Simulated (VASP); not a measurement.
# Ba2CaBe2 (P4/nmm) in VASP: notebook, part 2 of 2

VASP 6.6.1. The steps go on from the part before.

## (3) Single point, PBEsol

Contents of INCAR:

```
SYSTEM = Ba2CaBe2
PREC = Accurate ; ENCUT = 520
EDIFF = 1E-6 ; ISMEAR = 0
SIGMA = 0.013 ; LREAL = .False.
LASPH = .True. ; NELM = 100
ALGO = Normal ; ISIF = 2
LWAVE = .False. ; LCHARG = .False.
GGA = PS ; NBANDS = 45
```

Contents of KPOINTS:

```
regular mesh
0
Gamma
  4 4 2
  0 0 0
```

Contents of POSCAR:

```
Ba2CaBe2
1.0
    4.6280070000      0.0000000000      0.0000000000
    0.0000000000      4.6280070000      0.0000000000
    0.0000000000      0.0000000000     11.4203560000
Ba Ca Be
4 2 4
Direct
    0.2500000000      0.2500000000      0.3680000000
    0.7500000000      0.7500000000      0.6320000000
    0.7500000000      0.2500000000      0.0000000000
    0.2500000000      0.7500000000      0.0000000000
    0.2500000000      0.2500000000      0.7490000000
    0.7500000000      0.7500000000      0.2510000000
    0.2500000000      0.2500000000      0.1080000000
    0.7500000000      0.7500000000      0.8920000000
    0.7500000000      0.2500000000      0.5000000000
    0.2500000000      0.7500000000      0.5000000000
```

Potentials or basis: VASP PAW PBE potentials, release 64 (Ba_sv, Ca_sv, Be).

On the command line:

```console
> cat potpaw_PBE.64/Ba_sv/POTCAR potpaw_PBE.64/Ca_sv/POTCAR potpaw_PBE.64/Be/POTCAR > POTCAR
> mpirun -np 1 vasp_std > vasp.out
```

It took 4.3 min on 1 thread of Intel Xeon 8259CL, shared host; peak memory 0.4 GiB.

It converged, with:

* Free energy: -18.1083 eV
* Pressure: 12.2 GPa
* Largest force: 2.556 eV/Å
* Band gap on the k mesh: zero (bands 34 and 35 overlap by 1.04 eV)

Forces in eV/Å, atoms in the order of the input:
```
Ba   0.000  0.000 -1.458
Ba   0.000  0.000  1.458
Ba   0.000  0.000  0.000
Ba   0.000  0.000  0.000
Ca   0.000  0.000 -0.492
Ca   0.000  0.000  0.492
Be   0.000  0.000  2.556
Be   0.000  0.000 -2.556
Be   0.000  0.000  0.000
Be   0.000  0.000  0.000
```

Stress tensor (GPa, compression positive):
```
13.80  0.00  0.00
 0.00 13.80  0.00
 0.00  0.00  8.86
```

Levels at points of the mesh, in eV from the Fermi level:
| k point | band 30 | band 31 | band 32 | band 33 | band 34 | band 35 | band 36 | band 37 | band 38 | band 39 |
| --- | --- | --- | --- | --- | --- | --- | --- | --- | --- | --- |
| (0.00, 0.00, 0.00) | -1.24 | -0.97 | -0.97 | -0.97 | -0.69 | -0.04 | -0.01 | -0.01 | 1.56 | 1.81 |
| (0.50, 0.00, 0.00) | -1.01 | -0.32 | -0.32 | -0.20 | -0.20 | 0.00 | 0.00 | 0.50 | 0.50 | 1.52 |
| (0.50, 0.50, 0.00) | -1.55 | -0.71 | -0.71 | 0.76 | 0.76 | 1.17 | 1.17 | 1.30 | 1.30 | 1.69 |
| (0.00, 0.00, 0.50) | -1.29 | -1.05 | -1.05 | -0.78 | -0.78 | -0.03 | 0.24 | 0.24 | 1.84 | 1.90 |
| (0.50, 0.00, 0.50) | -1.00 | -0.47 | -0.47 | -0.10 | -0.10 | 0.00 | 0.00 | 0.72 | 0.72 | 1.49 |
| (0.50, 0.50, 0.50) | -1.15 | -0.99 | -0.99 | 0.63 | 0.63 | 0.94 | 0.94 | 1.10 | 1.10 | 1.73 |

Caveat: the cell stands under pressure; the PAW data sets were made with another functional, which shifts forces and pressure a little; spin-orbit coupling is left out, which moves the levels of the heavy elements.

## (4) Single point, revPBE

Contents of INCAR:

```
SYSTEM = Ba2CaBe2
ALGO = Normal ; EDIFF = 1E-6
ENCUT = 520 ; GGA = RE
ISIF = 2 ; ISMEAR = 0
LASPH = .TRUE. ; LCHARG = .FALSE.
LREAL = .FALSE. ; LWAVE = .FALSE.
NBANDS = 45 ; NELM = 60
PREC = Accurate ; SIGMA = 0.013
```

Contents of KPOINTS:

```
k-points
0
G
  4 4 2
  0 0 0
```

POSCAR is that of step 3.

On the command line:

```console
> cat potpaw_PBE.64/Ba_sv/POTCAR potpaw_PBE.64/Ca_sv/POTCAR potpaw_PBE.64/Be/POTCAR > POTCAR
> mpirun -np 1 vasp_std > vasp.out
```

Wall time 4.4 min (1 thread of Intel Xeon 8259CL, shared host); peak memory 0.4 GiB.

Results (log left out):

- Free energy: -12.2583 eV
- Pressure: 15.4 GPa
- Largest force: 2.637 eV/Å
- Band gap on the k mesh: zero (bands 34 and 35 overlap by 1.02 eV)

Forces on the atoms (eV/Å):
```
Ba   0.000  0.000 -1.527
Ba   0.000  0.000  1.527
Ba   0.000  0.000  0.000
Ba   0.000  0.000  0.000
Ca   0.000  0.000 -0.548
Ca   0.000  0.000  0.548
Be   0.000  0.000  2.637
Be   0.000  0.000 -2.637
Be   0.000  0.000  0.000
Be   0.000  0.000  0.000
```

Stress tensor (GPa, compression positive):
```
17.11  0.00  0.00
 0.00 17.11  0.00
 0.00  0.00 11.87
```

Levels at points of the mesh, in eV from the Fermi level:
```csv
k point,band 31,band 32,band 33,band 34,band 35,band 36,band 37,band 38
"(0.00, 0.00, 0.00)",-0.99,-0.98,-0.98,-0.68,-0.01,-0.01,0.00,1.56
"(0.50, 0.00, 0.00)",-0.32,-0.32,-0.21,-0.21,0.01,0.01,0.51,0.51
"(0.50, 0.50, 0.00)",-0.72,-0.72,0.75,0.75,1.19,1.19,1.30,1.30
"(0.00, 0.00, 0.50)",-1.06,-1.06,-0.82,-0.77,0.00,0.24,0.24,1.87
"(0.50, 0.00, 0.50)",-0.47,-0.47,-0.09,-0.09,-0.02,-0.02,0.73,0.73
"(0.50, 0.50, 0.50)",-0.98,-0.98,0.67,0.67,0.92,0.92,1.13,1.13
```

Caveat: the cell stands under pressure; the PAW data sets were made with another functional, which shifts forces and pressure a little; spin-orbit coupling is left out, which moves the levels of the heavy elements.

## (5) Single point, PBE

Contents of INCAR:

```
PREC = Accurate
ENCUT = 520
EDIFF = 1E-6
ISMEAR = 0
SIGMA = 0.013
LREAL = False
LASPH = True
NELM = 80
ALGO = Normal
ISIF = 2
LWAVE = False
LCHARG = False
GGA = PE
NBANDS = 45
```

Contents of KPOINTS:

```
regular mesh
0
Gamma
  5 5 2
```

POSCAR is that of step 4.

On the command line:

```console
> cat potpaw_PBE.64/Ba_sv/POTCAR potpaw_PBE.64/Ca_sv/POTCAR potpaw_PBE.64/Be/POTCAR > POTCAR
> mpirun -np 1 vasp_std > vasp.out
```

Run time: 4.8 min. Hardware: 1 thread of Intel Xeon 8259CL, shared host; peak memory 0.4 GiB.

It converged, with:

```yaml
Free_energy: -14.8364 eV
Pressure: 13.7 GPa
Largest_force: 2.689 eV/Å
Band_gap_on_the_k_mesh: zero (bands 34 and 35 overlap by 0.95 eV)
```

Forces in eV/Å, atoms in the order of the input:
```
Ba   0.000  0.000 -1.455
Ba   0.000  0.000  1.455
Ba   0.000  0.000  0.000
Ba   0.000  0.000  0.000
Ca   0.000  0.000 -0.528
Ca   0.000  0.000  0.528
Be   0.000  0.000  2.689
Be   0.000  0.000 -2.689
Be   0.000  0.000  0.000
Be   0.000  0.000  0.000
```

Stress tensor (GPa, compression positive):
```
15.42  0.00  0.00
 0.00 15.42  0.00
 0.00  0.00 10.31
```

Levels at points of the mesh, in eV from the Fermi level:
| k point | band 31 | band 32 | band 33 | band 34 | band 35 | band 36 | band 37 | band 38 |
| --- | --- | --- | --- | --- | --- | --- | --- | --- |
| (0.00, 0.00, 0.00) | -0.94 | -0.94 | -0.94 | -0.63 | 0.00 | 0.02 | 0.02 | 1.60 |
| (0.00, 0.00, 0.50) | -1.02 | -1.02 | -0.75 | -0.72 | 0.00 | 0.26 | 0.26 | 1.90 |

Caveat: the cell stands under pressure; spin-orbit coupling is left out, which moves the levels of the heavy elements; forces of over 1 eV/Å act on the atoms, so gaps and moduli don't describe the material at rest.

## (6) Single point, PBE+D3(BJ), collinear spin

Contents of INCAR:

```
SYSTEM = Ba2CaBe2
  PREC = Accurate
  ENCUT = 520
  EDIFF = 1E-6
  ISMEAR = 0
  SIGMA = 0.013
  LREAL = .FALSE.
  LASPH = .TRUE.
  NELM = 150
  ALGO = Normal
  ISIF = 2
  LWAVE = .FALSE.
  LCHARG = .FALSE.
  ISPIN = 2
  MAGMOM = 0.01 0.01 0.01 0.01 0.01 0.01 0.02 0.02 0.02 0.02
  LORBIT = 11
  GGA = PE
  IVDW = 12
  NBANDS = 49
```

Contents of KPOINTS:

```
Automatic mesh
0
G
  4 4 2
  0 0 0
```

POSCAR is that of step 5.

Potentials or basis: VASP PAW PBE potentials, release 64 (Ba_sv, Ca_sv, Be).

On the command line:

```console
> cat potpaw_PBE.64/Ba_sv/POTCAR potpaw_PBE.64/Ca_sv/POTCAR potpaw_PBE.64/Be/POTCAR > POTCAR
> mpirun -np 1 vasp_std > vasp.out
```

It took 13 min on 1 thread of Intel Xeon 8259CL, shared host; peak memory 0.57 GiB.

Results (log left out):

| Quantity | Value |
| --- | --- |
| Free energy | -17.8478 eV |
| Pressure | 12.2 GPa |
| Largest force | 2.640 eV/Å |
| Net moment | 0.50 μB per cell |
| Site moments | Ba +0.03, +0.04 (each value once); Ca +0.01; Be +0.02 μB |
| Valence electrons inside the program's atomic spheres | Ba 8.28, 8.50 (each value once); Ca 8.13; Be 1.05, 0.91 (each value once) |
| Dispersion energy per atom | -0.308 eV |

Forces on the atoms (eV/Å):
```
Ba   0.000  0.000 -1.493
Ba   0.000  0.000  1.493
Ba   0.000  0.000  0.000
Ba   0.000  0.000  0.000
Ca   0.000  0.000 -0.524
Ca   0.000  0.000  0.524
Be   0.000  0.000  2.640
Be   0.000  0.000 -2.640
Be   0.000  0.000  0.000
Be   0.000  0.000  0.000
```

Stress tensor (GPa, compression positive):
```
13.91  0.00  0.00
 0.00 13.91  0.00
 0.00  0.00  8.64
```

Levels at points of the mesh, in eV from the Fermi level:
Spin up:
```
           k point  band 31  band 32  band 33  band 34  band 35  band 36  band 37  band 38  band 39  band 40
(0.00, 0.00, 0.00)    -1.02    -1.02    -1.01    -0.71    -0.06    -0.06    -0.06     1.53     1.81     2.07
(0.50, 0.00, 0.00)    -0.35    -0.35    -0.24    -0.24    -0.04    -0.04     0.46     0.46     1.50     1.50
(0.50, 0.50, 0.00)    -0.76    -0.76     0.72     0.72     1.15     1.15     1.27     1.27     1.65     1.65
(0.00, 0.00, 0.50)    -1.10    -1.10    -0.83    -0.81    -0.06     0.18     0.18     1.83     1.85     1.85
(0.50, 0.00, 0.50)    -0.50    -0.50    -0.13    -0.13    -0.04    -0.04     0.68     0.68     1.47     1.47
(0.50, 0.50, 0.50)    -1.02    -1.02     0.62     0.62     0.89     0.89     1.09     1.09     1.69     1.69
```
Spin down:
```tsv
k point	band 32	band 33	band 34	band 35	band 36	band 37
(0.00, 0.00, 0.00)	-0.95	-0.95	-0.67	0.02	0.02	0.04
(0.50, 0.00, 0.00)	-0.31	-0.21	-0.21	0.03	0.03	0.52
(0.50, 0.50, 0.00)	-0.69	0.78	0.78	1.22	1.22	1.31
(0.00, 0.00, 0.50)	-1.03	-0.78	-0.76	0.04	0.26	0.26
(0.50, 0.00, 0.50)	-0.47	-0.07	-0.07	0.00	0.00	0.75
(0.50, 0.50, 0.50)	-0.95	0.66	0.66	0.96	0.96	1.16
```

Caveat: three body term missing; the cell stands under pressure; spin-orbit coupling is left out, which moves the levels of the heavy elements; forces of over 1 eV/Å act on the atoms, so gaps and moduli don't describe the material at rest.

## (7) The runs side by side

| level | spin | k mesh | gap on the mesh (eV) | pressure (GPa) | largest force (eV/Å) |
| --- | --- | --- | --- | --- | --- |
| PBE | off | 4 × 4 × 2 | none | 14.2 | 2.62 |
| PBEsol | off | 4 × 4 × 2 | none | 12.2 | 2.56 |
| revPBE | off | 4 × 4 × 2 | none | 15.4 | 2.64 |
| PBE | off | 5 × 5 × 2 | none | 13.7 | 2.69 |
| PBE+D3(BJ) | collinear | 4 × 4 × 2 | none | 12.2 | 2.64 |

Alike in all rows: task single point; potentials or basis VASP PAW PBE potentials, release 64 (Ba_sv, Ca_sv, Be); cell as given; cutoff (eV) 520; smearing gaussian 0.013 eV.

The pressure there spans 12.2 GPa (PBE+D3(BJ)) to 15.4 GPa (revPBE); a positive pressure means that this level wants a larger cell, a negative one a smaller.

Caveats: the cell stands under pressure; spin-orbit coupling is left out, which moves the levels of the heavy elements; forces of over 1 eV/Å act on the atoms, so gaps and moduli don't describe the material at rest (at least some runs); the PAW data sets were made with another functional, which shifts forces and pressure a little (at least some runs); three body term missing (at least some runs).

Absolute energies hang on the potentials; compare differences alone.
